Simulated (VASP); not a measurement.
Input of a VASP 6.6.1 run:

Contents of POSCAR:

```
Si
1.0
    0.0000000000      2.6662876123      2.6662876123
    2.6662876123      0.0000000000      2.6662876123
    2.6662876123      2.6662876123      0.0000000000
Si
2
Direct
    0.5000000000      0.5000000000      0.5000000000
    0.7500000000      0.7500000000      0.7500000000
```

Contents of INCAR.step1:

```
SYSTEM = Si
PREC     = Accurate       ! precision mode
ENCUT    = 550            ! plane-wave cutoff, eV
ISMEAR   = -1             ! smearing method
SIGMA    = 0.05           ! smearing width, eV
LREAL    = .FALSE.        ! projectors in reciprocal space
LASPH    = .TRUE.         ! aspherical terms in the spheres
NELM     = 120            ! most SCF steps
NBANDS   = 11             ! bands
GGA      = PE             ! functional
ALGO     = Normal         ! electronic algorithm
EDIFF    = 1E-5           ! SCF threshold, eV
LWAVE    = .TRUE.         ! write WAVECAR
LCHARG   = .FALSE.        ! write CHGCAR
GGA_COMPAT= .FALSE.
```

INCAR.step2

```
SYSTEM = Si
PREC     = Accurate       ! precision mode
ENCUT    = 550            ! plane-wave cutoff, eV
EDIFF    = 1E-6           ! SCF threshold, eV
ISMEAR   = -1             ! smearing method
SIGMA    = 0.05           ! smearing width, eV
LREAL    = .FALSE.        ! projectors in reciprocal space
LASPH    = .TRUE.         ! aspherical terms in the spheres
NELM     = 120            ! most SCF steps
ALGO     = Normal         ! electronic algorithm
ISIF     = 2              ! what is computed and relaxed
LWAVE    = .FALSE.        ! write WAVECAR
LCHARG   = .FALSE.        ! write CHGCAR
METAGGA  = R2SCAN         ! meta-GGA
LMIXTAU  = .TRUE.       
NBANDS   = 11             ! bands
ISTART   = 1            
GGA_COMPAT= .FALSE.
```

Contents of KPOINTS:

```
regular mesh
0
G
  8 8 8
  0 0 0
```

Potentials or basis: VASP PAW PBE potentials, release 64 (Si).

The run is started by

```sh
$ cat potpaw_PBE.64/Si/POTCAR > POTCAR
$ cp INCAR.step1 INCAR
$ mpirun -np 1 vasp_std > vasp.out
$ cp INCAR.step2 INCAR
$ mpirun -np 1 vasp_std > vasp.out
```

Task: Estimate the pressure.

Result: 6.6 GPa.

Task: Predict the band gap on the k mesh.

Result: 0.72 eV (least direct gap 2.78 eV).

Caveat: the cell stands under pressure; the PAW data sets were made with another functional, which shifts forces and pressure a little. A k mesh can miss the band edges.
